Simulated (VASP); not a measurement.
Write the native input for VASP 6.6.1 that does the following.

```yaml
Task: electric field gradients
Functional: PBEsol
Potentials_or_basis: VASP PAW PBE potentials, release 64 (Re)
Cutoff: 520 eV
k_mesh: 18 × 18 × 10
Occupations: fermi-dirac, width 0.05 eV
Spin: no spin polarisation
Dipole_correction: no
Further_INCAR_settings: ALGO = Normal; EDIFF = 1e-08; NBANDS = 14
```

The structure of Re lies in POSCAR:

```
Re
1.0
    2.5497657329      0.0000000000      0.0000000000
   -1.2748828664      2.2081618983      0.0000000000
    0.0000000000      0.0000000000      4.0770373845
Re
2
Direct
    0.3333333333      0.6666666667      0.2500000000
    0.6666666667      0.3333333333      0.7500000000
```

These files were run (other wordings do the same):

INCAR

```
SYSTEM = Re
  PREC = Accurate
  ENCUT = 520
  EDIFF = 1E-8
  ISMEAR = -1
  SIGMA = 0.05
  LREAL = .False.
  LASPH = .True.
  NELM = 80
  ALGO = Normal
  ISIF = 2
  LWAVE = .False.
  LCHARG = .False.
  GGA = PS
  LEFG = .True.
  NBANDS = 14
```

KPOINTS

```
Automatic mesh
0
Gamma
  18 18 10
  0 0 0
```

Potentials or basis: VASP PAW PBE potentials, release 64 (Re).

Run with:

```sh
$ cat potpaw_PBE.64/Re/POTCAR > POTCAR
$ mpirun -np 1 vasp_std > vasp.out
```

Results of the run:

- Pressure: 159.6 GPa
- Band gap on the k mesh: zero (bands 7 and 8 overlap by 5.29 eV)
- Largest electric field gradient by atom: Re -109.9 V/Å²

Caveat: the stress differs along the axes, from 157 to 166 GPa; without QUAD_EFG the Cq values of the log hold for a quadrupole moment of 1 mb, not for the nuclei; the PAW data sets were made with another functional, which shifts forces and pressure a little; spin-orbit coupling is left out, which moves the levels of the heavy elements.

Wall time 100 s on 1 thread of Intel Xeon 8259CL, with other jobs on the host, peak memory 0.19 GiB.
